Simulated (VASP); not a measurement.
Wanted: the native input for a VASP 6.6.1 run.

```
Task                   : single point
Functional             : r2SCAN
Potentials or basis    : VASP PAW PBE potentials, release 64 (H, Ge_d)
Cutoff                 : 520 eV
k mesh                 : 11 × 11 × 6
Occupations            : fermi-dirac, width 0.1 eV
Spin                   : no spin polarisation
Dipole correction      : no
Further INCAR settings : ALGO = Normal; EDIFF = 1e-06; NBANDS = 25
```

Crystal: GeH2.

```xyz
6
Lattice="3.0118 0.0000 0.0000 0.0000 3.0118 0.0000 0.0000 0.0000 6.1685" Properties=species:S:1:pos:R:3 pbc="T T T"
H     0.0000    1.5059    2.0356
H     1.5059    0.0000    4.1329
H     0.0000    0.0000    0.0000
H     1.5059    1.5059    0.0000
Ge    0.0000    1.5059    4.5339
Ge    1.5059    0.0000    1.6347
```

One way to write it, as run:

POSCAR

```
GeH2
1.0
    3.0117840000      0.0000000000      0.0000000000
    0.0000000000      3.0117840000      0.0000000000
    0.0000000000      0.0000000000      6.1685410000
H Ge
4 2
Direct
    0.0000000000      0.5000000000      0.3300000000
    0.5000000000      0.0000000000      0.6700000000
    0.0000000000      0.0000000000      0.0000000000
    0.5000000000      0.5000000000      0.0000000000
    0.0000000000      0.5000000000      0.7350000000
    0.5000000000      0.0000000000      0.2650000000
```

INCAR.step1

```
SYSTEM = GeH2
ALGO     = Normal         ! electronic algorithm
EDIFF    = 1E-4           ! SCF threshold, eV
ENCUT    = 520            ! plane-wave cutoff, eV
GGA      = PE             ! functional
ISMEAR   = -1             ! smearing method
LASPH    = .TRUE.         ! aspherical terms in the spheres
LCHARG   = .FALSE.        ! write CHGCAR
LREAL    = .FALSE.        ! projectors in reciprocal space
LWAVE    = .TRUE.         ! write WAVECAR
NBANDS   = 25             ! bands
NELM     = 60             ! most SCF steps
PREC     = Accurate       ! precision mode
SIGMA    = 0.1            ! smearing width, eV
```

INCAR.step2

```
SYSTEM = GeH2
ALGO     = Normal         ! electronic algorithm
EDIFF    = 1E-6           ! SCF threshold, eV
ENCUT    = 520            ! plane-wave cutoff, eV
ISIF     = 2              ! what is computed and relaxed
ISMEAR   = -1             ! smearing method
ISTART   = 1            
LASPH    = .TRUE.         ! aspherical terms in the spheres
LCHARG   = .FALSE.        ! write CHGCAR
LMIXTAU  = .TRUE.       
LREAL    = .FALSE.        ! projectors in reciprocal space
LWAVE    = .FALSE.        ! write WAVECAR
METAGGA  = R2SCAN         ! meta-GGA
NBANDS   = 25             ! bands
NELM     = 60             ! most SCF steps
PREC     = Accurate       ! precision mode
SIGMA    = 0.1            ! smearing width, eV
```

KPOINTS

```
k-points
0
G
  11 11 6
  0 0 0
```

Potentials or basis: VASP PAW PBE potentials, release 64 (H, Ge_d).

The run is started by

```bash
$ cat potpaw_PBE.64/H/POTCAR potpaw_PBE.64/Ge_d/POTCAR > POTCAR
$ cp INCAR.step1 INCAR
$ mpirun -np 1 vasp_std > vasp.out
$ cp INCAR.step2 INCAR
$ mpirun -np 1 vasp_std > vasp.out
```

Results of the run:

```json
{
 "Pressure": "-4.1 GPa",
 "Largest force": "1.266 eV/Å",
 "Band gap on the k mesh": "zero (bands 16 and 17 overlap by 5.68 eV)"
}
```

Caveat: the stress differs along the axes, from -9 to -2 GPa; the PAW data sets were made with another functional, which shifts forces and pressure a little.

It took 5.7 min on 1 thread of Intel Xeon 8259CL (shared host), peak memory 0.23 GiB.
